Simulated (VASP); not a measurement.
# Ge2TeO3 (P-4m2) in VASP: notebook

The runs below take Ge2TeO3 through single point, with PBE.

Program: VASP 6.6.1. These are calculated values, not measurements. Logs are shortened: lines on timing, memory, paths and dates and some standing lists are left out, and cuts for length are marked.

## Step 1: The cell of the first run

Symmetry: P-4m2, No. 115, tetragonal system. Conventional cell: a = 3.496 Å, b = 3.496 Å, c = 7.630 Å, α = 90.00°, β = 90.00°, γ = 90.00°. Within 3.5 Å of Ge (site symmetry 2mm) lie 7 O at 2.64 to 2.72 Å and 2 Te at 2.65 Å and 4 Ge at 3.50 Å. Within 3.5 Å of Te (site symmetry -4m2) lie 8 O at 2.47 to 3.40 Å and 4 Ge at 2.65 Å and 4 Te at 3.50 Å. O (site symmetry 2mm) has 5 Ge at 2.64 to 2.72 Å and 10 O at 3.06 to 3.50 Å and 2 Te at 3.40 Å within 3.5 Å. Within 3.5 Å of O (site symmetry -4m2) lie 4 Te at 2.47 Å and 4 Ge at 2.65 Å and 8 O at 3.40 to 3.50 Å.

The cell was generated, and may not be a known phase.

## Step 2: Single point, PBE

INCAR reads:

```
ALGO     = Normal         # electronic algorithm
EDIFF    = 1E-7           # SCF threshold, eV
ENCUT    = 520            # plane-wave cutoff, eV
GGA      = PE             # functional
ISIF     = 2              # what is computed and relaxed
ISMEAR   = 0              # smearing method
LASPH    = T              # aspherical terms in the spheres
LCHARG   = F              # write CHGCAR
LREAL    = F              # projectors in reciprocal space
LWAVE    = F              # write WAVECAR
NBANDS   = 35             # bands
NELM     = 60             # most SCF steps
PREC     = Accurate       # precision mode
SIGMA    = 0.1            # smearing width, eV
```

KPOINTS reads:

```
k-points
0
Gamma
  6 6 2
```

POSCAR reads:

```
Ge2TeO3
1.0
    3.4962294500      0.0000000000      0.0000000000
    0.0000000000      3.4962294500      0.0000000000
    0.0000000000      0.0000000000      7.6301959900
Ge Te O
2 1 3
Direct
    0.5000000000      0.0000000000      0.7391800300
    0.0000000000      0.5000000000      0.2608199700
    0.5000000000      0.5000000000      0.0000000000
    0.5000000000      0.0000000000      0.3822810100
    0.0000000000      0.5000000000      0.6177189900
    0.0000000000      0.0000000000      0.0000000000
```

Potentials or basis: VASP PAW PBE potentials, release 64 (Ge_d, Te, O).

Launch:

```sh
$ cat potpaw_PBE.64/Ge_d/POTCAR potpaw_PBE.64/Te/POTCAR potpaw_PBE.64/O/POTCAR > POTCAR
$ mpirun -np 1 vasp_std > vasp.out
```

OUTCAR:

```text
EDIFF = 1E-7
   ENCUT = 520
   GGA = PE
   ISIF = 2
   ISMEAR = 0
   LASPH = T
   LREAL = F
   NELM = 60
   PREC = Accurate

 ion  position               nearest neighbor table
   1  0.500  0.000  0.739-   3 2.65   3 2.65
   2  0.000  0.500  0.261-   3 2.65   3 2.65
   3  0.500  0.500  0.000-   6 2.47   6 2.47   6 2.47   6 2.47   2 2.65   2 2.65   1 2.65   1 2.65

   4  0.500  0.000  0.382-
   5  0.000  0.500  0.618-
   6  0.000  0.000  0.000-   3 2.47   3 2.47   3 2.47   3 2.47

  LATTYP: Found a simple tetragonal cell.
 ALAT       =     3.4962294500
 C/A-ratio  =     2.1824071043

  Lattice vectors:

 A1 = (   3.4962294500,   0.0000000000,   0.0000000000)
 A2 = (   0.0000000000,   3.4962294500,   0.0000000000)
 A3 = (   0.0000000000,   0.0000000000,   7.6301959900)

Analysis of symmetry for initial positions (statically):
=====================================================================
 Subroutine PRICEL returns:
 Original cell was already a primitive cell.

 Routine SETGRP: Setting up the symmetry group for a
 simple tetragonal supercell.

 Subroutine GETGRP returns: Found  8 space group operations
 (whereof  8 operations were pure point group operations)
 out of a pool of 16 trial point group operations.

The static configuration has the point symmetry D_2d.

Analysis of symmetry for dynamics (positions and initial velocities):
=====================================================================
 Subroutine PRICEL returns:
 Original cell was already a primitive cell.

 Routine SETGRP: Setting up the symmetry group for a
 simple tetragonal supercell.

 Subroutine GETGRP returns: Found  8 space group operations
 (whereof  8 operations were pure point group operations)
 out of a pool of 16 trial point group operations.

The dynamic configuration has the point symmetry D_2d.

 Subroutine INISYM returns: Found  8 space group operations
 (whereof  8 operations are pure point group operations),
 and found     1 'primitive' translations

----------------------------------------------------------------------------------------

                                     Primitive cell

  volume of cell :      93.2686

  direct lattice vectors                    reciprocal lattice vectors
     3.496229450  0.000000000  0.000000000     0.286022418  0.000000000  0.000000000
     0.000000000  3.496229450  0.000000000     0.000000000  0.286022418  0.000000000
     0.000000000  0.000000000  7.630195990     0.000000000  0.000000000  0.131058232

  length of vectors
     3.496229450  3.496229450  7.630195990     0.286022418  0.286022418  0.131058232

  position of ions in fractional coordinates (direct lattice)
     0.500000000  0.000000000  0.739180030
     0.000000000  0.500000000  0.260819970
     0.500000000  0.500000000  0.000000000
     0.500000000  0.000000000  0.382281010
     0.000000000  0.500000000  0.617718990
     0.000000000  0.000000000  0.000000000

  ion indices of the primitive-cell ions
   primitive index   ion index
                 1           1
                 2           2
                 3           3
                 4           4
                 5           5
                 6           6

----------------------------------------------------------------------------------------

 KPOINTS: k-points

Automatic generation of k-mesh.
 Grid dimensions read from file:
 generate k-points for:    6    6    2

 Generating k-lattice:

  Cartesian coordinates                     Fractional coordinates (reciprocal lattice)
     0.047670403  0.000000000  0.000000000     0.166666667  0.000000000  0.000000000
     0.000000000  0.047670403  0.000000000     0.000000000  0.166666667  0.000000000
     0.000000000  0.000000000  0.065529116     0.000000000  0.000000000  0.500000000

  Length of vectors
     0.047670403  0.047670403  0.065529116

  Shift w.r.t. Gamma in fractional coordinates (k-lattice)
     0.000000000  0.000000000  0.000000000

 Subroutine IBZKPT returns following result:
 ===========================================

 Found     20 irreducible k-points:

 Following reciprocal coordinates:
            Coordinates               Weight
  0.000000  0.000000  0.000000      1.000000
  0.166667  0.000000  0.000000      4.000000
  0.333333  0.000000  0.000000      4.000000
  0.500000  0.000000  0.000000      2.000000
  0.166667  0.166667  0.000000      4.000000
  0.333333  0.166667  0.000000      8.000000
[... 12 lines left out ...]
  0.500000  0.333333  0.500000      4.000000
  0.500000  0.500000  0.500000      1.000000
   k-points           NKPTS =     20   k-points in BZ     NKDIM =     20   number of bands    NBANDS=     35
   number of dos      NEDOS =    301   number of ions     NIONS =      6
   total plane-waves  NPLWV =  47040
   dimension x,y,z NGX =    28 NGY =   28 NGZ =   60
   dimension x,y,z NGXF=    56 NGYF=   56 NGZF=  120
   ions per type =               2   1   3
   NGX,Y,Z   is equivalent  to a cutoff of  13.31, 13.31, 13.07 a.u.
   NGXF,Y,Z  is equivalent  to a cutoff of  26.63, 26.63, 26.15 a.u.
 SYSTEM =  unknown system
   PREC   = accura    normal or accurate (medium, high low for compatibility)
   ISTART =      0    job   : 0-new  1-cont  2-samecut
   ICHARG =      2    charge: 1-file 2-atom 10-const
   ISPIN  =      1    spin polarized calculation?
   LNONCOLLINEAR =      F non collinear calculations
   LSORBIT =      F    spin-orbit coupling
   LASPH  =      T    aspherical Exc in radial PAW
   ENCUT  =  520.0 eV  38.22 Ry    6.18 a.u.   6.50  6.50 14.19*2*pi/ulx,y,z
   NELM   =     60;   NELMIN=  2; NELMDL= -5     # of ELM steps
   EDIFF  = 0.1E-06   stopping-criterion for ELM
   LREAL  =      F    real-space projection
   EDIFFG = 0.1E-05   stopping-criterion for IOM
   NSW    =      0    number of steps for IOM
   IBRION =     -1    ionic relax: 0-MD 1-quasi-New 2-CG
   NFREE  =      0    steps in history (QN), initial steepest desc. (CG)
   ISIF   =      2    stress and relaxation
   ISYM   =      2    0-nonsym 1-usesym 2-fastsym
   POTIM  = 0.5000    time-step for ionic-motion
   TEBEG  =    0.0;   TEEND  =   0.0 temperature during run
   PSTRESS=    0.0 pullay stress
   NELECT =      52.0000    total number of electrons
   NUPDOWN=      -1.0000    fix difference up-down
   EMIN   =  10.00;   EMAX   =-10.00  energy-range for DOS
   EFERMI =   0.00;   METHOD = LEGACY
   ISMEAR =     0;   SIGMA  =   0.10  broadening in eV -4-tet -1-fermi 0-gaus
   EFERMI_NEDOS =   21; number of points for ismear=-14 and -15
   IALGO  =     38    algorithm
   IMIX   =      4    mixing-type and parameters
     AMIX     =   0.40;   BMIX     =  1.00
     AMIX_MAG =   1.60;   BMIX_MAG =  1.00
  volume/ion in A,a.u.               =      15.54       104.90
  Fermi-wavevector in a.u.,A,eV,Ry     =   1.347403  2.546222 24.701298  1.815494
  Thomas-Fermi vector in A             =   2.475156
   LORBIT       =      0    0 simple, 1 ext, 2 COOP (PROOUT), +10 PAW based schemes
   GGA     = PE    functional components
   LHFCALC =     F    Hartree Fock is set to
   AEXX    =    0.0000 exact exchange contribution
   IVDW    =     0    specifies the selected vdW correction
   LEPSILON=     F    determine dielectric tensor
   LRPA    =     F    only Hartree local field effects (RPA)
 non-spin polarized calculation
 Gauss-broadening in eV      SIGMA  =   0.10
  energy-cutoff  :      520.00
  volume of cell :       93.27
 maximum number of plane-waves:      2541
 NGX is ok and might be reduce to    28
   NGX = 13   NGY = 13   NGZ = 29

 number of electron      51.9999986 magnetization

 Free energy of the ion-electron system (eV)
  ---------------------------------------------------
  ext. energy  EPLUGINS =         0.00000000
  ---------------------------------------------------
  free energy    TOTEN  =       -25.67593903 eV

  energy without entropy =      -25.64467177  energy(sigma->0) =      -25.66030540

 E-fermi :   5.0382     XC(G=0): -10.6538

 val. band max:        5.0269238656   @ k =   0.3333   0.0000   0.0000
 cond. band min:       5.0545427504   @ k =   0.3333   0.1667   0.0000
 fundamental gap:      0.0276188848
 Fermi energy:         5.0381970374

 k-point     1 :       0.0000    0.0000    0.0000
  band No.  band energies     occupation
      1     -19.7668      2.00000
      2     -19.7637      2.00000
      3     -19.7416      2.00000
      4     -19.7416      2.00000
      5     -19.7249      2.00000
      6     -19.7249      2.00000
[... 27 lines left out ...]
     34      11.5608      0.00000
     35      12.6964      0.00000

 k-point     2 :       0.1667    0.0000    0.0000
  band No.  band energies     occupation
      1     -19.7650      2.00000
      2     -19.7607      2.00000
      3     -19.7439      2.00000
      4     -19.7414      2.00000
      5     -19.7283      2.00000
      6     -19.7248      2.00000
[... 27 lines left out ...]
     34      11.1212      0.00000
     35      13.5876      0.00000

 k-point     3 :       0.3333    0.0000    0.0000
  band No.  band energies     occupation
      1     -19.7628      2.00000
      2     -19.7533      2.00000
      3     -19.7484      2.00000
      4     -19.7409      2.00000
      5     -19.7349      2.00000
      6     -19.7245      2.00000
[... 27 lines left out ...]
     34      10.9130      0.00000
     35      13.8998      0.00000

 k-point     4 :       0.5000    0.0000    0.0000
  band No.  band energies     occupation
      1     -19.7617      2.00000
      2     -19.7506      2.00000
      3     -19.7496      2.00000
      4     -19.7407      2.00000
      5     -19.7381      2.00000
      6     -19.7243      2.00000
[... 27 lines left out ...]
     34      10.8987      0.00000
     35      14.1651      0.00000

 k-point     5 :       0.1667    0.1667    0.0000
  band No.  band energies     occupation
      1     -19.7617      2.00000
      2     -19.7591      2.00000
      3     -19.7443      2.00000
      4     -19.7429      2.00000
      5     -19.7289      2.00000
      6     -19.7272      2.00000
[... 486 lines left out ...]
 k-point    18 :       0.3333    0.3333    0.5000
  band No.  band energies     occupation
      1     -19.7525      2.00000
      2     -19.7506      2.00000
      3     -19.7483      2.00000
      4     -19.7457      2.00000
      5     -19.7354      2.00000
      6     -19.7322      2.00000
[... 27 lines left out ...]
     34      12.3885      0.00000
     35      14.6875      0.00000

 k-point    19 :       0.5000    0.3333    0.5000
  band No.  band energies     occupation
      1     -19.7511      2.00000
      2     -19.7493      2.00000
      3     -19.7479      2.00000
      4     -19.7460      2.00000
      5     -19.7378      2.00000
      6     -19.7327      2.00000
[... 27 lines left out ...]
     34      12.2500      0.00000
     35      14.5536      0.00000

 k-point    20 :       0.5000    0.5000    0.5000
  band No.  band energies     occupation
      1     -19.7505      2.00000
      2     -19.7471      2.00000
      3     -19.7468      2.00000
      4     -19.7468      2.00000
      5     -19.7394      2.00000
      6     -19.7343      2.00000
[... 27 lines left out ...]
     34      12.3205      0.00000
     35      14.5293      0.00000

------------------------ aborting loop because EDIFF is reached ----------------------------------------

  FORCE on cell =-STRESS in cart. coord.  units (eV):
  Direction    XX          YY          ZZ          XY          YZ          ZX
  --------------------------------------------------------------------------------------
  -------------------------------------------------------------------------------------
  Total       -3.6924572     -3.6924572      0.6489856      0.0000000      0.0000000      0.0000000
  in kB      -63.4293859    -63.4293859     11.1483371      0.0000000      0.0000000      0.0000000
  external PRESSURE =     -38.5701449 kB  Pullay stress =       0.0000000 kB

 VOLUME and BASIS-vectors are now :
 -----------------------------------------------------------------------------
  energy-cutoff  :      520.00
  volume of cell :       93.27
      direct lattice vectors                 reciprocal lattice vectors
     3.496229450  0.000000000  0.000000000     0.286022418  0.000000000  0.000000000
     0.000000000  3.496229450  0.000000000     0.000000000  0.286022418  0.000000000
     0.000000000  0.000000000  7.630195990     0.000000000  0.000000000  0.131058232

 POSITION                                       TOTAL-FORCE (eV/Angst)
 -----------------------------------------------------------------------------------
      1.74811      0.00000      5.64009         0.000000      0.000000     -4.974633
      0.00000      1.74811      1.99011        -0.000000      0.000000      4.974633
      1.74811      1.74811      0.00000        -0.000000      0.000000      0.000000
      1.74811      0.00000      2.91688        -0.000000     -0.000000     -1.310686
      0.00000      1.74811      4.71332        -0.000000     -0.000000      1.310686
      0.00000      0.00000      0.00000        -0.000000      0.000000      0.000000
 -----------------------------------------------------------------------------------
    total drift:                                0.000000      0.000000      0.000000

  FREE ENERGIE OF THE ION-ELECTRON SYSTEM (eV)
  ---------------------------------------------------
  free  energy   TOTEN  =       -25.6759390306 eV

  energy  without entropy=      -25.6446717710  energy(sigma->0) =      -25.66030540
```

It took 2.2 min on 1 thread of Oxide Virtual Turin-like, shared host; peak memory 0.2 GiB.

What came out:

| Item | Value |
| --- | --- |
| Free energy | -25.6759 eV |
| Pressure | -3.9 GPa |
| Largest force | 4.975 eV/Å |
| Band gap on the k mesh | zero (bands 26 and 27 overlap by 0.31 eV) |

Forces in eV/Å, atoms in the order of the input:
```
Ge   0.000  0.000 -4.975
Ge   0.000  0.000  4.975
Te   0.000  0.000  0.000
O    0.000  0.000 -1.311
O    0.000  0.000  1.311
O    0.000  0.000  0.000
```

Caveat: the k points lie up to 0.41 Å⁻¹ apart; semilocal functionals underestimate gaps, and a narrow one can read as zero; spin-orbit coupling is left out, which moves the levels of the heavy elements; forces of over 1 eV/Å act on the atoms, so gaps and moduli don't describe the material at rest.

## Step 3: Single point, PBE

This run uses another cell than the first one, of 16.56 Å³/atom.

INCAR reads:

```
ALGO     = Fast           # electronic algorithm
EDIFF    = 1E-6           # SCF threshold, eV
ENCUT    = 520            # plane-wave cutoff, eV
GGA      = PE             # functional
ISIF     = 2              # what is computed and relaxed
ISMEAR   = 0              # smearing method
LASPH    = True           # aspherical terms in the spheres
LCHARG   = False          # write CHGCAR
LREAL    = False          # projectors in reciprocal space
LWAVE    = False          # write WAVECAR
NBANDS   = 35             # bands
NELM     = 80             # most SCF steps
PREC     = Accurate       # precision mode
SIGMA    = 0.1            # smearing width, eV
```

KPOINTS is that of step 2.

POSCAR reads:

```
Ge2TeO3
1.0
    3.2958128446      0.0000000000      0.0000000000
    0.0000000000      3.2958128446      0.0000000000
    0.0000000000      0.0000000000      9.1483473047
Ge Te O
2 1 3
Direct
    0.5000000000      0.0000000000      0.6297170496
    0.0000000000      0.5000000000      0.3702829504
    0.5000000000      0.5000000000      0.0000000000
    0.5000000000      0.0000000000      0.4205538790
    0.0000000000      0.5000000000      0.5794461210
    0.0000000000      0.0000000000      0.0000000000
```

Potentials or basis: VASP PAW PBE potentials, release 64 (Ge_d, Te, O).

Launch:

```sh
$ cat potpaw_PBE.64/Ge_d/POTCAR potpaw_PBE.64/Te/POTCAR potpaw_PBE.64/O/POTCAR > POTCAR
$ mpirun -np 1 vasp_std > vasp.out
```

It took 3.2 min on 1 thread of Oxide Virtual Turin-like, shared host; peak memory 0.22 GiB.

The run converged. Its results:

- Free energy: -30.9290 eV
- Pressure: 0.0 GPa
- Largest force: 0.078 eV/Å
- Band gap on the k mesh: zero (bands 26 and 27 overlap by 1.01 eV)

Forces on the atoms (eV/Å):
```
Ge   0.000  0.000  0.078
Ge   0.000  0.000 -0.078
Te   0.000  0.000  0.000
O    0.000  0.000 -0.040
O    0.000  0.000  0.040
O    0.000  0.000  0.000
```

Stress tensor (GPa, compression positive):
```
-0.23  0.00  0.00
 0.00 -0.23  0.00
 0.00  0.00  0.52
```

Levels at points of the mesh, in eV from the Fermi level:
```tsv
k point	band 23	band 24	band 25	band 26	band 27	band 28	band 29	band 30
(0.00, 0.00, 0.00)	-2.49	-2.49	-1.07	0.44	3.95	4.63	4.63	4.83
(0.50, 0.00, 0.00)	-2.32	-1.93	-1.74	-0.94	-0.52	1.70	1.92	2.08
(0.50, 0.50, 0.00)	-3.16	-2.19	-2.19	-0.40	3.39	3.39	3.86	4.20
(0.00, 0.00, 0.50)	-2.49	-2.49	-1.04	0.23	3.29	4.61	4.61	5.21
(0.50, 0.00, 0.50)	-2.08	-2.00	-1.75	-0.94	-0.56	1.70	1.92	2.08
(0.50, 0.50, 0.50)	-3.19	-2.21	-2.21	-0.45	3.30	3.30	3.70	3.76
```

Caveat: spin-orbit coupling is left out, which moves the levels of the heavy elements.

The gap in the log of VASP goes by the Fermi energy; the results here count the filled bands.